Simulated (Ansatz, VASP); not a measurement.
One calculation of MgAu, two programs

The input INCAR:

```
PREC = Accurate ; ENCUT = 600
EDIFF = 1E-6 ; ISMEAR = -1
SIGMA = 0.0272 ; LREAL = F
LASPH = T ; NELM = 120
ALGO = Normal ; ISIF = 2
LWAVE = F ; LCHARG = F
GGA = CA ; NBANDS = 14
GGA_COMPAT = F
```

KPOINTS

```
Automatic mesh
0
Gamma
  8 8 8
```

File POSCAR:

```
MgAu
1.0
    3.2590000000      0.0000000000      0.0000000000
    0.0000000000      3.2590000000      0.0000000000
    0.0000000000      0.0000000000      3.2590000000
Mg Au
1 1
Direct
    0.5000000000      0.5000000000      0.5000000000
    0.0000000000      0.0000000000      0.0000000000
```

Input for Ansatz:

```yaml
crystal:
  lattice:
    - [3.259, 0.0, 0.0]
    - [0.0, 3.259, 0.0]
    - [0.0, 0.0, 3.259]
  atoms:
    - { symbol: Mg, position: [0.5, 0.5, 0.5] }
    - { symbol: Au, position: [0.0, 0.0, 0.0] }
kpoints:
  mp_grid: { grid: [8, 8, 8] }
scf:
  occupations: { method: fermi_dirac, width: 0.0272 }
hamiltonian:
  xc: lda
  pseudopotentials: { kind: all_electron, lapw: { basis_error: 0.001 } }
output:
  forces: true
  stress: true
  eigenvalues: true
  eigenstates:
    nscf_kmesh: { grid: [16, 16, 16] }
    de_dk: true
    e_range: [-14, 14]
  optics:
    e_range: [0, 25]
    de: 0.2
    sigma: 0.15
    bands: { spectra_wanted_up_to: 25 }
    nscf_kmesh: { grid: [16, 16, 16] }
    drude_damping: 0.19
checkpoint:
  write: ck
  write_wavefunctions: false
```

Alike in both runs: task single point; functional LDA; k mesh 8 × 8 × 8; occupations fermi-dirac, width 0.0272 eV; no spin polarisation.

|  | VASP | Ansatz |
| --- | --- | --- |
| version | VASP 6.6.1 | Ansatz 0.2.0 |
| potentials or method | VASP PAW LDA potentials, release 64 (Mg, Au), cutoff 600 eV | all-electron LAPW, scalar-relativistic |

VASP gave:

```
pressure (GPa) : -3.5
```

Problem. What did Ansatz give for the same quantities?

Solution. Pressure (GPa): -3.1.

LDA's correlation is that of Perdew and Zunger in VASP and of Perdew and Wang (1992) in Ansatz. Ansatz ran all-electron here, and VASP with PAW potentials. Ansatz's warnings: optics on partly filled bands.

Spin-orbit coupling is off throughout.
